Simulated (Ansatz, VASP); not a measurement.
One calculation of Zr, two programs

The input INCAR:

```
SYSTEM = Zr
ALGO = Normal
EDIFF = 1E-6
ENCUT = 500
GGA = RE
GGA_COMPAT = .False.
ISIF = 2
ISMEAR = 0
IVDW = 12
LASPH = .True.
LCHARG = .True.
LELF = .True.
LREAL = .False.
LVHAR = .True.
LWAVE = .False.
NBANDS = 19
NELM = 120
PREC = Accurate
SIGMA = 0.1
```

Contents of KPOINTS:

```
k-points
0
Gamma
  6 6 4
  0 0 0
```

File POSCAR:

```
Zr
1.0
    3.1900000000      0.0000000000      0.0000000000
   -1.5950000000      2.7626210000      0.0000000000
    0.0000000000      0.0000000000      5.1100000000
Zr
2
Direct
    0.3333333000      0.6666667000      0.2500000000
    0.6666667000      0.3333333000      0.7500000000
```

Input for Ansatz:

```yaml
crystal:
  lattice:
    - [3.19, 0.0, 0.0]
    - [-1.595, 2.762621, 0.0]
    - [0.0, 0.0, 5.11]
  atoms:
    - { symbol: Zr, position: [0.3333333, 0.6666667, 0.25] }
    - { symbol: Zr, position: [0.6666667, 0.3333333, 0.75] }
basis:
  ecutwfc: 420
kpoints:
  mp_grid: { grid: [6, 6, 4] }
hamiltonian:
  xc: revpbe
  dispersion: d3bj
scf:
  occupations: { method: gaussian, width: 0.1 }
output:
  forces: true
  stress: true
  eigenvalues: true
```

Alike in both runs: task single point; functional revPBE; dispersion D3(BJ); k mesh 6 × 6 × 4; occupations gaussian, width 0.1 eV; no spin polarisation.

```csv
,VASP,Ansatz
version,VASP 6.6.1,Ansatz 0.2.0
potentials or method,"VASP PAW PBE potentials, release 64 (Zr_sv), cutoff 500 eV","scalar-relativistic, plane waves, PAW"
valence electrons in the cell,24,24
```

Ansatz gave:

- gap on the k mesh at the Fermi level (eV): none
- pressure (GPa): -2.1
- traceless stress, the component that is largest in VASP (GPa): 0.30

Problem. What did VASP give for the same quantities?

Solution. gap on the k mesh at the Fermi level (eV): none; pressure (GPa): -2.1; traceless stress, the component that is largest in VASP (GPa): 0.29.

VASP's potentials were made for PBE, not for revPBE. A gap of «none» marks a metal or a gap that the smearing closes.

The k mesh is coarse, so the values compare programs but aren't converged.
